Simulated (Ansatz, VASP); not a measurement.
MgS in VASP and in Ansatz

The input INCAR:

```
ALGO = Normal
EDIFF = 1E-7
ENCUT = 520
GGA = PE
ISIF = 2
ISMEAR = 0
LASPH = T
LCHARG = F
LREAL = F
LWAVE = F
NBANDS = 11
NELM = 80
PREC = Accurate
SIGMA = 0.01
```

Contents of KPOINTS:

```
k-points
0
Gamma
  8 8 8
```

The input POSCAR:

```
MgS
1.0
    0.0000000000      2.8308768404      2.8308768404
    2.8308768404      0.0000000000      2.8308768404
    2.8308768404      2.8308768404      0.0000000000
Mg S
1 1
Direct
    0.0000000000      0.0000000000      0.0000000000
    0.2500000000      0.2500000000      0.2500000000
```

Input for Ansatz:

```yaml
crystal:
  lattice:
    - [0.0, 2.8308768404, 2.8308768404]
    - [2.8308768404, 0.0, 2.8308768404]
    - [2.8308768404, 2.8308768404, 0.0]
  atoms:
    - { symbol: Mg, position: [0.0, 0.0, 0.0] }
    - { symbol: S, position: [0.25, 0.25, 0.25] }
kpoints:
  mp_grid: { grid: [8, 8, 8] }
  band_path:
    path:
      - [0.0, 0.0, 0.0]
      - [-0.5, -0.5, 0.0]
      - [-0.375, -0.375, 0.25]
      - [-0.375, 0.0, 0.375]
      - [0.0, 0.0, 0.5]
      - [-0.5, -0.25, 0.25]
    npoints: 1
hamiltonian:
  xc: pbe
scf:
  occupations: { method: fixed }
  n_extra_bands: 4
output:
  forces: true
  stress: true
  eigenvalues: true
```

Alike in both runs: task single point; functional PBE; k mesh 8 × 8 × 8; no spin polarisation.

```csv
,VASP,Ansatz
version,VASP 6.6.1,Ansatz 0.2.0
potentials or method,"VASP PAW PBE potentials, release 64 (Mg, S)","plane waves, PAW"
plane-wave cutoff (eV),520,420
occupations,"gaussian, width 0.01 eV",fixed
valence electrons in the cell,8,16
```

```tsv
	VASP	Ansatz	Ansatz less VASP
gap on the k mesh at the Fermi level (eV)	3.46	3.47	+0.008
pressure (GPa)	0.9	1.1	+0.15
```

VASP's potentials hold 8 valence electrons a cell and Ansatz's 16, so a difference there can come from the potentials and not from the codes.
